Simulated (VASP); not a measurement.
Write the native input for VASP 6.6.1 that does the following.

```yaml
Task: single point
Functional: LDA
Potentials_or_basis: VASP PAW LDA potentials, release 64 (Ta_pv, N)
Cutoff: 520 eV
k_mesh: 18 × 18 × 18
Occupations: gaussian, width 0.15 eV
Spin: no spin polarisation
Dipole_correction: no
Further_INCAR_settings: ALGO = Normal; EDIFF = 1e-06; NBANDS = 15
```

The structure of TaN lies in POSCAR:

```
TaN
1.0
    0.0000000000      2.0872985990      2.1742693740
    2.0872985990      0.0000000000      2.1742693740
    2.0872985990      2.0872985990      0.0000000000
Ta N
1 1
Direct
    0.4989105691      0.5010894309      0.5010894309
    0.0140736932     -0.0140736932     -0.0140736932
```

This cell differs from its parent crystal: atoms displaced along a vibrational mode, the cell strained.

These files were run (other wordings do the same):

INCAR

```
SYSTEM = TaN
PREC = Accurate
ENCUT = 520
EDIFF = 1E-6
ISMEAR = 0
SIGMA = 0.15
LREAL = .FALSE.
LASPH = .TRUE.
NELM = 60
ALGO = Normal
ISIF = 2
LWAVE = .FALSE.
LCHARG = .TRUE.
LELF = .TRUE.
LVHAR = .TRUE.
NBANDS = 15
```

KPOINTS

```
Automatic mesh
0
G
  18 18 18
  0 0 0
```

Potentials or basis: VASP PAW LDA potentials, release 64 (Ta_pv, N).

Launch:

```console
$ cat potpaw_LDA.64/Ta_pv/POTCAR potpaw_LDA.64/N/POTCAR > POTCAR
$ mpirun -np 1 vasp_std > vasp.out
```

It gave:

* Pressure: 42.5 GPa
* Largest force: 1.087 eV/Å
* Band gap on the k mesh: zero (bands 8 and 9 overlap by 4.40 eV)

Caveat: the cell differs from its parent crystal (atoms displaced along a vibrational mode, the cell strained); the cell stands under pressure; spin-orbit coupling is left out, which moves the levels of the heavy elements; forces of over 1 eV/Å act on the atoms, so gaps and moduli don't describe the material at rest.

It took 2.2 min on 1 thread of AMD EPYC 9R45 96-Core Processor (Zen 5) (shared host), peak memory 0.32 GiB.
